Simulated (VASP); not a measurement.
Write the native input for VASP 6.6.1 that does the following.

```
Task                   : single point
Functional             : PBEsol
Potentials or basis    : VASP PAW PBE potentials, release 64 (Bi_d)
Cutoff                 : 520 eV
k mesh                 : 10 × 10 × 10
Occupations            : gaussian, width 0.1 eV
Spin                   : no spin polarisation
Dipole correction      : no
Further INCAR settings : ALGO = Normal; EDIFF = 1e-06; NBANDS = 14
```

The structure of Bi lies in POSCAR:

```
Bi
1.0
   -1.9271176505      1.9271176505      1.9271176505
    1.9271176505     -1.9271176505      1.9271176505
    1.9271176505      1.9271176505     -1.9271176505
Bi
1
Direct
    0.0000000000      0.0000000000      0.0000000000
```

The input as run:

INCAR

```
SYSTEM = Bi
PREC     = Accurate       ! precision mode
ENCUT    = 520            ! plane-wave cutoff, eV
EDIFF    = 1E-6           ! SCF threshold, eV
ISMEAR   = 0              ! smearing method
SIGMA    = 0.1            ! smearing width, eV
LREAL    = .False.        ! projectors in reciprocal space
LASPH    = .True.         ! aspherical terms in the spheres
NELM     = 100            ! most SCF steps
ALGO     = Normal         ! electronic algorithm
ISIF     = 2              ! what is computed and relaxed
LWAVE    = .False.        ! write WAVECAR
LCHARG   = .False.        ! write CHGCAR
GGA      = PS             ! functional
NBANDS   = 14             ! bands
```

KPOINTS

```
Automatic mesh
0
Gamma
  10 10 10
  0 0 0
```

Potentials or basis: VASP PAW PBE potentials, release 64 (Bi_d).

The run is started by

```console
$ cat potpaw_PBE.64/Bi_d/POTCAR > POTCAR
$ mpirun -np 1 vasp_std > vasp.out
```

It gave:

```yaml
Pressure: 3.5 GPa
```

Caveat: the PAW data sets were made with another functional, which shifts forces and pressure a little.

Wall time 11 s on 1 thread of AMD EPYC 7R13 (shared host), peak memory 0.16 GiB.
